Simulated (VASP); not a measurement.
Crystal: Ge.

```
CELL_PARAMETERS angstrom
-1.68099 1.68099 1.68099
1.68099 -1.68099 1.68099
1.68099 1.68099 -1.68099
ATOMIC_POSITIONS crystal
Ge 0.00000 0.00000 0.00000
```

| Quantity | Value |
| --- | --- |
| Program | VASP 6.6.1 |
| Task | relaxation of cell and atoms |
| Functional | PBEsol |
| Potentials or basis | VASP PAW PBE potentials, release 64 (Ge_d) |
| Cutoff | 500 eV |
| k mesh | 16 × 16 × 16 |
| Occupations | fermi-dirac, width 0.08 eV |
| Spin | no spin polarisation |

At the start: pressure -2.4 GPa; volume 19.00 Å³/atom.

Task: Where does the relaxation end?

Result: Over 4 steps the energy falls by 5.2 meV/atom and the volume is 18.34 Å³/atom (-3.5 %); space group Im-3m (No. 229, to 0.05 Å).

The path:
| step | energy change (eV) | largest force (eV/Å) | pressure (GPa) | volume (Å³) |
| --- | --- | --- | --- | --- |
| 1 | 0.0000 | 0.0000 | -2.41 | 19.00 |
| 2 | -0.0050 | 0.0000 | 0.39 | 18.22 |
| 3 | -0.0052 | 0.0000 | 0.06 | 18.33 |
| 4 | -0.0052 | 0.0000 | -0.01 | 18.34 |

Final structure:
```
Ge
1.0
    -1.66137    1.66137    1.66137
     1.66137   -1.66137    1.66137
     1.66137    1.66137   -1.66137
Ge
1
Direct
  0.00000 0.00000 0.00000
```

Caveat: the PAW data sets were made with another functional, which shifts forces and pressure a little.
